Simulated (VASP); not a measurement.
# Ti (Fm-3m) in VASP: further runs, part 2 of 2

VASP 6.6.1.

## Step 3: Single point, r2SCAN

Input file POSCAR:

```
Ti
1.0
    0.0000000000      2.0836287333      2.0836287333
    2.0836287333      0.0000000000      2.0836287333
    2.0836287333      2.0836287333      0.0000000000
Ti
1
Direct
    0.0000000000      0.0000000000      0.0000000000
```

Input file INCAR.step1:

```
SYSTEM = Ti
ALGO = Normal
EDIFF = 1E-4
ENCUT = 520
GGA = PE
ISMEAR = -1
LASPH = .True.
LCHARG = .False.
LREAL = .False.
LWAVE = .True.
NBANDS = 12
NELM = 80
PREC = Accurate
SIGMA = 0.1
```

Input file INCAR.step2:

```
SYSTEM = Ti
ALGO = Normal
EDIFF = 1E-7
ENCUT = 520
ISIF = 2
ISMEAR = -1
ISTART = 1
LASPH = .True.
LCHARG = .False.
LMIXTAU = .True.
LREAL = .False.
LWAVE = .False.
METAGGA = R2SCAN
NBANDS = 12
NELM = 80
PREC = Accurate
SIGMA = 0.1
```

Input file KPOINTS:

```
k-points
0
Gamma
  14 14 14
  0 0 0
```

Potentials or basis: VASP PAW PBE potentials, release 64 (Ti_sv).

On the command line:

```console
$ cat potpaw_PBE.64/Ti_sv/POTCAR > POTCAR
$ cp INCAR.step1 INCAR
$ mpirun -np 1 vasp_std > vasp.out
$ cp INCAR.step2 INCAR
$ mpirun -np 1 vasp_std > vasp.out
```

OUTCAR:

```text
SYSTEM = Ti
   EDIFF = 1E-7
   ENCUT = 520
   ISIF = 2
   ISMEAR = -1
   ISTART = 1
   LASPH = .True.
   LREAL = .False.
   METAGGA = R2SCAN
   NELM = 80
   PREC = Accurate

 ion  position               nearest neighbor table
   1  0.000  0.000  0.000-

  LATTYP: Found a face centered cubic cell.
 ALAT       =     4.1672574666

  Lattice vectors:

 A1 = (   0.0000000000,   2.0836287333,   2.0836287333)
 A2 = (   2.0836287333,   0.0000000000,   2.0836287333)
 A3 = (   2.0836287333,   2.0836287333,   0.0000000000)

Analysis of symmetry for initial positions (statically):
=====================================================================
 Subroutine PRICEL returns:
 Original cell was already a primitive cell.

 Routine SETGRP: Setting up the symmetry group for a
 face centered cubic supercell.

 Subroutine GETGRP returns: Found 48 space group operations
 (whereof 48 operations were pure point group operations)
 out of a pool of 48 trial point group operations.

The static configuration has the point symmetry O_h .

Analysis of symmetry for dynamics (positions and initial velocities):
=====================================================================
 Subroutine PRICEL returns:
 Original cell was already a primitive cell.

 Routine SETGRP: Setting up the symmetry group for a
 face centered cubic supercell.

 Subroutine GETGRP returns: Found 48 space group operations
 (whereof 48 operations were pure point group operations)
 out of a pool of 48 trial point group operations.

The dynamic configuration has the point symmetry O_h .

 Subroutine INISYM returns: Found 48 space group operations
 (whereof 48 operations are pure point group operations),
 and found     1 'primitive' translations

----------------------------------------------------------------------------------------

                                     Primitive cell

  volume of cell :      18.0922

[... 107 lines left out ...]
  volume/ion in A,a.u.               =      18.09       122.09
  Fermi-wavevector in a.u.,A,eV,Ry     =   1.427704  2.697970 27.733290  2.038339
  Thomas-Fermi vector in A             =   2.547845
   LORBIT       =      0    0 simple, 1 ext, 2 COOP (PROOUT), +10 PAW based schemes
   METAGGA = R2SCAN    functional components
   LHFCALC =     F    Hartree Fock is set to
   AEXX    =    0.0000 exact exchange contribution
   IVDW    =     0    specifies the selected vdW correction
   LEPSILON=     F    determine dielectric tensor
   LRPA    =     F    only Hartree local field effects (RPA)
 non-spin polarized calculation
  energy-cutoff  :      520.00
  volume of cell :       18.09
 maximum number of plane-waves:       531
 NGX is ok and might be reduce to    24
   NGX = 11   NGY = 11   NGZ = 11

 number of electron      11.9999996 magnetization

 Free energy of the ion-electron system (eV)
  ---------------------------------------------------
  ext. energy  EPLUGINS =         0.00000000
  ---------------------------------------------------
  free energy    TOTEN  =       -12.89823099 eV

  energy without entropy =      -12.84499772  energy(sigma->0) =      -12.87161436

 E-fermi :   7.8037     XC(G=0): -12.2047

 val. band max:        7.7972705313   @ k =   0.2857   0.0000   0.0000
 cond. band min:       7.8270310354   @ k =   0.2857   0.1429   0.0714
 fundamental gap:      0.0297605041
 Fermi energy:         7.8036982416

 k-point     1 :       0.0000    0.0000    0.0000
  band No.  band energies     occupation
      1     -51.3231      2.00000
      2     -26.1696      2.00000
      3     -26.1695      2.00000
      4     -26.1695      2.00000
      5       1.4245      2.00000
      6       8.7725      0.00012
      7       8.7725      0.00012
      8       8.7725      0.00012
      9      10.4876      0.00000
     10      10.4876      0.00000
     11      23.3642      0.00000
     12      28.0429      0.00000
[... 331 lines left out ...]
 k-point    24 :       0.2857    0.1429    0.0000
  band No.  band energies     occupation
      1     -51.2587      2.00000
      2     -26.4749      2.00000
      3     -26.2498      2.00000
      4     -26.2438      2.00000
      5       3.5742      2.00000
      6       7.5987      1.77195
      7       8.9607      0.00002
      8       9.4135      0.00000
      9      10.1639      0.00000
     10      10.9422      0.00000
     11      21.4533      0.00000
     12      24.0720      0.00000

 [... further k-points ...]
[... 5 lines left out ...]
  --------------------------------------------------------------------------------------
  -------------------------------------------------------------------------------------
  Total       -0.4234950     -0.4234950     -0.4234950     -0.0000000     -0.0000000      0.0000000
  in kB      -37.5031594    -37.5031594    -37.5031594     -0.0000000     -0.0000000      0.0000000
  external PRESSURE =     -37.5031594 kB  Pullay stress =       0.0000000 kB

 VOLUME and BASIS-vectors are now :
 -----------------------------------------------------------------------------
  energy-cutoff  :      520.00
  volume of cell :       18.09
      direct lattice vectors                 reciprocal lattice vectors
     0.000000000  2.083628733  2.083628733    -0.239965975  0.239965975  0.239965975
     2.083628733  0.000000000  2.083628733     0.239965975 -0.239965975  0.239965975
     2.083628733  2.083628733  0.000000000     0.239965975  0.239965975 -0.239965975

 POSITION                                       TOTAL-FORCE (eV/Angst)
 -----------------------------------------------------------------------------------
      0.00000      0.00000      0.00000         0.000000      0.000000      0.000000
 -----------------------------------------------------------------------------------
    total drift:                               -0.000000      0.000000      0.000000

  FREE ENERGIE OF THE ION-ELECTRON SYSTEM (eV)
  ---------------------------------------------------
  free  energy   TOTEN  =       -12.8982309906 eV

  energy  without entropy=      -12.8449977244  energy(sigma->0) =      -12.87161436
```

Wall time 99 s (1 thread of Intel Xeon Platinum 8259CL at 2.50GHz (Skylake/Cascade Lake), shared host); peak memory 0.15 GiB.

What came out:

| Property | Result |
| --- | --- |
| Free energy | -12.8982 eV |
| Pressure | -3.8 GPa |
| Band gap on the k mesh | zero (band 6 reaches 8.77 eV, above the bottom of band 7 at 7.46 eV) |

Levels at points of the mesh, in eV from the Fermi level:
```
           k point  band 2  band 3  band 4  band 5  band 6  band 7  band 8  band 9  band 10  band 11
(0.00, 0.00, 0.00)  -33.97  -33.97  -33.97   -6.38    0.97    0.97    0.97    2.68     2.68    15.56
(0.50, 0.00, 0.00)  -34.58  -34.05  -34.05   -2.62    0.35    0.91    0.91    3.65     3.65     8.15
(0.50, 0.50, 0.00)  -34.54  -34.19  -34.19   -2.51   -1.66    2.62    3.71    3.87     3.87    10.54
```

Caveat: the PAW data sets were made with another functional, which shifts forces and pressure a little.

## Step 4: Single point, PBE

This run uses another cell than the first one, of 16.35 Å³/atom, 0.904 times its volume.

Input file INCAR:

```
  ALGO = Normal
  EDIFF = 1E-6
  ENCUT = 520
  GGA = PE
  ISIF = 2
  ISMEAR = -1
  LASPH = True
  LCHARG = False
  LREAL = False
  LWAVE = False
  NBANDS = 12
  NELM = 100
  PREC = Accurate
  SIGMA = 0.06122561905347299
```

Input file KPOINTS:

```
k-points
0
Gamma
  23 23 23
```

Input file POSCAR:

```
Ti
1.0
    0.0000000000      2.0145830510      2.0145830510
    2.0145830510      0.0000000000      2.0145830510
    2.0145830510      2.0145830510      0.0000000000
Ti
1
Direct
    0.0000000000      0.0000000000      0.0000000000
```

On the command line:

```console
$ cat potpaw_PBE.64/Ti_sv/POTCAR > POTCAR
$ mpirun -np 1 vasp_std > vasp.out
```

Wall time 63 s (1 thread of Intel Xeon Platinum 8259CL at 2.50GHz (Skylake/Cascade Lake), shared host); peak memory 0.19 GiB.

The run converged. Its results:

- Free energy: -7.7673 eV
- Pressure: 7.0 GPa
- Band gap on the k mesh: zero (band 6 reaches 9.79 eV, above the bottom of band 7 at 8.42 eV)

Levels at points of the mesh, in eV from the Fermi level:
| k point | band 4 | band 5 | band 6 | band 7 | band 8 | band 9 |
| --- | --- | --- | --- | --- | --- | --- |
| (0.00, 0.00, 0.00) | -32.39 | -6.24 | 0.91 | 0.91 | 0.91 | 2.68 |
